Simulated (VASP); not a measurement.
# LiH (P1) in VASP: a series of runs

The runs below take LiH through single point, with PBE.

All numbers are computed with VASP 6.6.1; they aren't measurements. Logs are shortened: lines on timing, memory, paths and dates and some standing lists are left out, and cuts for length are marked.

### 1 The cell of the first run

The typed cell holds 24 atoms: a = 5.653 Å, b = 5.653 Å, c = 8.479 Å, α = 60.00°, β = 60.00°, γ = 60.00°.

### 2 Single point, PBE

INCAR reads:

```
SYSTEM = LiH
PREC = Accurate ; ENCUT = 520
EDIFF = 1E-6 ; ISMEAR = -1
SIGMA = 0.146 ; LREAL = Auto
LASPH = .TRUE. ; NELM = 100
ALGO = Normal ; ISIF = 2
LWAVE = .FALSE. ; LCHARG = .FALSE.
GGA = PE ; NBANDS = 42
```

KPOINTS reads:

```
Automatic mesh
0
G
  4 4 2
  0 0 0
```

POSCAR reads:

```
LiH
1.0
    0.0000000000      3.9969453814      3.9969453814
    3.9969453814      0.0000000000      3.9969453814
    5.9954180722      5.9954180722      0.0000000000
Li H
12 12
Direct
   -0.0013142536      0.0248607350     -0.0305658417
   -0.0253442292      0.0044382643      0.3344361437
    0.0150332302     -0.0375962105      0.6484183343
   -0.0324320169      0.5052530889     -0.0122543581
    0.0407800168      0.4859647342      0.3512134558
   -0.0104561099      0.5362799076      0.6711342648
    0.4894864236     -0.0180939425      0.0117557273
    0.5212749490      0.0142367470      0.3485746073
    0.5055939742     -0.0360343928      0.7069529512
    0.4815867660      0.5234359743      0.0106004284
    0.5026464733      0.4945305255      0.3390908650
    0.4938712721      0.5154104706      0.6411665465
    0.2912749335      0.3236016199      0.1607224031
    0.2194366989      0.2042238315      0.5166284424
    0.2189019155      0.2872803830      0.8239400390
    0.2676291262      0.7595407768      0.1477916951
    0.2634471827      0.6315925686      0.5445054808
    0.2106352276      0.7624498734      0.7991316773
    0.8795808210      0.2232115816      0.1202831048
    0.7563229445      0.2462869532      0.4992988752
    0.7590351407      0.1601302842      0.8346407106
    0.7236044589      0.7891732808      0.1654794525
    0.7718765721      0.7727862668      0.4455143024
    0.7709534922      0.7523775566      0.8007656751
```

Potentials or basis: VASP PAW PBE potentials, release 64 (Li_sv, H).

Launch:

```sh
$ cat potpaw_PBE.64/Li_sv/POTCAR potpaw_PBE.64/H/POTCAR > POTCAR
$ mpirun -np 1 vasp_std > vasp.out
```

OUTCAR:

```text
SYSTEM = LiH
   PREC = Accurate
   ENCUT = 520
   EDIFF = 1E-6
   ISMEAR = -1
   LREAL = Auto
   LASPH = .TRUE.
   NELM = 100
   ISIF = 2
   GGA = PE

 ion  position               nearest neighbor table
   1  0.999  0.025  0.969-   9 2.59
   2  0.975  0.004  0.334-   8 2.48
   3  0.015  0.962  0.648-  18 1.69   6 2.39
   4  0.968  0.505  0.988-  19 1.58   6 2.54
   5  0.041  0.486  0.351-  11 2.58
   6  0.990  0.536  0.671-  17 1.56  24 1.64   3 2.39   4 2.54   9 2.59
   7  0.489  0.982  0.012-   9 2.59
   8  0.521  0.014  0.349-  23 1.63   2 2.48
   9  0.506  0.964  0.707-  24 1.66  10 2.53   1 2.59   6 2.59   7 2.59
  10  0.482  0.523  0.011-  13 1.57   9 2.53
  11  0.503  0.495  0.339-   5 2.58  12 2.60
  12  0.494  0.515  0.641-  17 1.57  11 2.60
  13  0.291  0.324  0.161-  10 1.57
  14  0.219  0.204  0.517-
  15  0.219  0.287  0.824-
  16  0.268  0.760  0.148-
  17  0.263  0.632  0.545-   6 1.56  12 1.57
  18  0.211  0.762  0.799-   3 1.69
  19  0.880  0.223  0.120-   4 1.58
  20  0.756  0.246  0.499-
  21  0.759  0.160  0.835-
  22  0.724  0.789  0.165-
  23  0.772  0.773  0.446-   8 1.63
  24  0.771  0.752  0.801-   6 1.64   9 1.66

  LATTYP: Found a face centered orthorhombic cell.
 ALAT       =     5.6525343664
 B/A-ratio  =     1.7320508076
 C/A-ratio  =     2.4494897428

  Lattice vectors:

 A1 = (   5.9954180722,   5.9954180722,   0.0000000000)
 A2 = (   1.9984726908,   5.9954180722,  -3.9969453814)
 A3 = (   0.0000000000,   3.9969453814,   3.9969453814)

Analysis of symmetry for initial positions (statically):
=====================================================================
 Subroutine PRICEL returns:
 Original cell was already a primitive cell.

 Routine SETGRP: Setting up the symmetry group for a
 face centered orthorhombic supercell.

 Subroutine GETGRP returns: Found  1 space group operations
 (whereof  1 operations were pure point group operations)
 out of a pool of  8 trial point group operations.

The static configuration has the point symmetry C_1 .

Analysis of symmetry for dynamics (positions and initial velocities):
=====================================================================
 Subroutine PRICEL returns:
 Original cell was already a primitive cell.

 Routine SETGRP: Setting up the symmetry group for a
 face centered orthorhombic supercell.

 Subroutine GETGRP returns: Found  1 space group operations
 (whereof  1 operations were pure point group operations)
 out of a pool of  8 trial point group operations.

The dynamic configuration has the point symmetry C_1 .

 Subroutine INISYM returns: Found  1 space group operations
 (whereof  1 operations are pure point group operations),
 and found     1 'primitive' translations

----------------------------------------------------------------------------------------

                                     Primitive cell

  volume of cell :     191.5605

  direct lattice vectors                    reciprocal lattice vectors
     0.000000000  3.996945381  3.996945381    -0.125095530  0.125095530  0.125095530
     3.996945381  0.000000000  3.996945381     0.125095530 -0.125095530  0.125095530
     5.995418072  5.995418072  0.000000000     0.083397020  0.083397020 -0.083397020

  length of vectors
     5.652534366  5.652534366  8.478801550     0.216671813  0.216671813  0.144447876

  position of ions in fractional coordinates (direct lattice)
     0.998685746  0.024860735  0.969434158
     0.974655771  0.004438264  0.334436144
     0.015033230  0.962403790  0.648418334
     0.967567983  0.505253089  0.987745642
     0.040780017  0.485964734  0.351213456
     0.989543890  0.536279908  0.671134265
[... 16 lines left out ...]
     0.771876572  0.772786267  0.445514302
[... 51 lines left out ...]
|                                                                             |
|           W    W    AA    RRRRR   N    N  II  N    N   GGGG   !!!           |
|           W    W   A  A   R    R  NN   N  II  NN   N  G    G  !!!           |
|           W    W  A    A  R    R  N N  N  II  N N  N  G       !!!           |
|           W WW W  AAAAAA  RRRRR   N  N N  II  N  N N  G  GGG   !            |
|           WW  WW  A    A  R   R   N   NN  II  N   NN  G    G                |
|           W    W  A    A  R    R  N    N  II  N    N   GGGG   !!!           |
|                                                                             |
|     Your reciprocal lattice and k-lattice belong to different lattice       |
|     classes:                                                                |
|                                                                             |
|        The reciprocal lattice is body-centered orthorhombic,                |
|        whereas your k-lattice is base-centered monoclinic.                  |
|                                                                             |
|     Results are often still useful ...                                      |
|                                                                             |
 -----------------------------------------------------------------------------

 WARNING: IBZKPT: internal override: KBLOWUP is changed to .FALSE.
      ... skipping the blow-up phase ...

 Subroutine IBZKPT returns following result:
 ===========================================

 Found     20 irreducible k-points:

 Following reciprocal coordinates:
            Coordinates               Weight
  0.000000  0.000000  0.000000      1.000000
  0.250000  0.000000  0.000000      2.000000
  0.500000  0.000000  0.000000      1.000000
  0.000000  0.250000  0.000000      2.000000
  0.250000  0.250000  0.000000      2.000000
  0.500000  0.250000  0.000000      2.000000
[... 12 lines left out ...]
  0.250000  0.500000  0.500000      2.000000
  0.500000  0.500000  0.500000      1.000000
   k-points           NKPTS =     20   k-points in BZ     NKDIM =     20   number of bands    NBANDS=     42
   number of dos      NEDOS =    301   number of ions     NIONS =     24
   total plane-waves  NPLWV = 112896
   dimension x,y,z NGX =    42 NGY =   42 NGZ =   64
   dimension x,y,z NGXF=    84 NGYF=   84 NGZF=  128
   ions per type =              12  12
   NGX,Y,Z   is equivalent  to a cutoff of  12.35, 12.35, 12.55 a.u.
   NGXF,Y,Z  is equivalent  to a cutoff of  24.71, 24.71, 25.10 a.u.
 SYSTEM =  LiH
   PREC   = accura    normal or accurate (medium, high low for compatibility)
   ISTART =      0    job   : 0-new  1-cont  2-samecut
   ICHARG =      2    charge: 1-file 2-atom 10-const
   ISPIN  =      1    spin polarized calculation?
   LNONCOLLINEAR =      F non collinear calculations
   LSORBIT =      F    spin-orbit coupling
   LASPH  =      T    aspherical Exc in radial PAW
   ENCUT  =  520.0 eV  38.22 Ry    6.18 a.u.  10.51 10.51 15.76*2*pi/ulx,y,z
   NELM   =    100;   NELMIN=  2; NELMDL= -5     # of ELM steps
   EDIFF  = 0.1E-05   stopping-criterion for ELM
   LREAL  =      T    real-space projection
   EDIFFG = 0.1E-04   stopping-criterion for IOM
   NSW    =      0    number of steps for IOM
   IBRION =     -1    ionic relax: 0-MD 1-quasi-New 2-CG
   NFREE  =      0    steps in history (QN), initial steepest desc. (CG)
   ISIF   =      2    stress and relaxation
   ISYM   =      2    0-nonsym 1-usesym 2-fastsym
   POTIM  = 0.5000    time-step for ionic-motion
   TEBEG  =    0.0;   TEEND  =   0.0 temperature during run
   PSTRESS=    0.0 pullay stress
   NELECT =      48.0000    total number of electrons
   NUPDOWN=      -1.0000    fix difference up-down
   EMIN   =  10.00;   EMAX   =-10.00  energy-range for DOS
   EFERMI =   0.00;   METHOD = LEGACY
   ISMEAR =    -1;   SIGMA  =   0.15  broadening in eV -4-tet -1-fermi 0-gaus
   EFERMI_NEDOS =   21; number of points for ismear=-14 and -15
   IALGO  =     38    algorithm
   IMIX   =      4    mixing-type and parameters
     AMIX     =   0.40;   BMIX     =  1.00
     AMIX_MAG =   1.60;   BMIX_MAG =  1.00
  volume/ion in A,a.u.               =       7.98        53.86
  Fermi-wavevector in a.u.,A,eV,Ry     =   1.032096  1.950378 14.493217  1.065221
  Thomas-Fermi vector in A             =   2.166276
   LORBIT       =      0    0 simple, 1 ext, 2 COOP (PROOUT), +10 PAW based schemes
   GGA     = PE    functional components
   LHFCALC =     F    Hartree Fock is set to
   AEXX    =    0.0000 exact exchange contribution
   IVDW    =     0    specifies the selected vdW correction
   LEPSILON=     F    determine dielectric tensor
   LRPA    =     F    only Hartree local field effects (RPA)
 non-spin polarized calculation
  energy-cutoff  :      520.00
  volume of cell :      191.56
 maximum number of plane-waves:      5186
   NGX = 21   NGY = 21   NGZ = 31

 number of electron      47.9999996 magnetization

 Free energy of the ion-electron system (eV)
  ---------------------------------------------------
  ext. energy  EPLUGINS =         0.00000000
  ---------------------------------------------------
  free energy    TOTEN  =       -70.13163242 eV

  energy without entropy =      -70.13150423  energy(sigma->0) =      -70.13156833

 E-fermi :   1.7125     XC(G=0):  -8.4784

 val. band max:        0.3734742783   @ k =   0.0000   0.0000   0.0000
 cond. band min:       2.8300590507   @ k =   0.0000   0.0000   0.0000
 fundamental gap:      2.4565847725
 Fermi energy:         1.7124505054

 k-point     1 :       0.0000    0.0000    0.0000
  band No.  band energies     occupation
      1     -44.5932      2.00000
      2     -44.5541      2.00000
      3     -44.4347      2.00000
      4     -44.2969      2.00000
      5     -44.1739      2.00000
      6     -44.0524      2.00000
[... 769 lines left out ...]
     35       7.5005      0.00000
     36       7.9033      0.00000
 [bands above 36 left out]

------------------------ aborting loop because EDIFF is reached ----------------------------------------

  FORCE on cell =-STRESS in cart. coord.  units (eV):
  Direction    XX          YY          ZZ          XY          YZ          ZX
  --------------------------------------------------------------------------------------
  -------------------------------------------------------------------------------------
  Total        3.1601241      5.5148673      6.0986664     -0.3330114     -0.2771274     -0.0869150
  in kB       26.4307096     46.1253586     51.0081488     -2.7852477     -2.3178435     -0.7269416
  external PRESSURE =      41.1880723 kB  Pullay stress =       0.0000000 kB

 VOLUME and BASIS-vectors are now :
 -----------------------------------------------------------------------------
  energy-cutoff  :      520.00
  volume of cell :      191.56
      direct lattice vectors                 reciprocal lattice vectors
     0.000000000  3.996945381  3.996945381    -0.125095530  0.125095530  0.125095530
     3.996945381  0.000000000  3.996945381     0.125095530 -0.125095530  0.125095530
     5.995418072  5.995418072  0.000000000     0.083397020  0.083397020 -0.083397020

 POSITION                                       TOTAL-FORCE (eV/Angst)
 -----------------------------------------------------------------------------------
      5.91153      9.80386      4.09106        -0.061245      0.030414     -0.455679
      2.02282      5.90073      3.91339        -0.157846      0.269290      0.575914
      7.73421      3.94763      3.90676         0.757255     -0.175981      0.343453
      7.94142      9.78926      5.88679         0.360829      0.379753      1.299785
      4.04805      2.26867      2.10537        -0.345501     -0.752207     -0.254854
      6.16721      7.97888      6.09863        -1.145142     -0.002116     -1.198190
[... 16 lines left out ...]
      5.75983      5.75619      6.17393         0.465287      1.042892     -0.379865
      7.80814      7.88238      6.08867         0.477056      0.335398     -0.685439
 -----------------------------------------------------------------------------------
    total drift:                                0.000591     -0.006351     -0.004406

  FREE ENERGIE OF THE ION-ELECTRON SYSTEM (eV)
  ---------------------------------------------------
  free  energy   TOTEN  =       -70.1316324181 eV

  energy  without entropy=      -70.1315042319  energy(sigma->0) =      -70.13156833
```

Run time: 2.8 min. Hardware: 1 thread of AMD EPYC 9R45 (Zen 5), shared host; peak memory 0.31 GiB.

Results:

| Item | Value |
| --- | --- |
| Free energy | -70.1316 eV |
| Largest force | 1.834 eV/Å |
| Band gap on the k mesh | 2.46 eV, direct |

Forces in eV/Å, atoms in the order of the input:
```
Li  -0.061  0.030 -0.456
Li  -0.158  0.269  0.576
Li   0.757 -0.176  0.343
Li   0.361  0.380  1.300
Li  -0.346 -0.752 -0.255
Li  -1.145 -0.002 -1.198
Li   0.565  0.014  0.701
Li  -0.562 -1.078 -0.109
Li   0.080 -1.415  0.273
Li  -0.652 -0.163  0.291
Li   0.199  0.132  0.354
Li   0.119  1.274 -0.158
H   -0.404  0.086 -1.350
H    0.040  0.296  0.714
H   -0.546  0.384 -0.222
H    0.173  0.239 -0.078
H   -0.066 -1.402  1.180
H    0.126  1.232  0.360
H    0.804 -0.271 -1.296
H   -0.380 -0.155 -0.146
H    0.470 -0.410  0.597
H   -0.318  0.111 -0.357
H    0.465  1.043 -0.380
H    0.477  0.335 -0.685
```

Caveat: the k points lie up to 0.45 Å⁻¹ apart; the cutoff is under 1.25 times the usual one of these potentials, so pressure, stress and relaxed cells hold a basis-set (Pulay) error; forces of over 1 eV/Å act on the atoms, so gaps and moduli don't describe the material at rest.

[end of part 1 of 2]
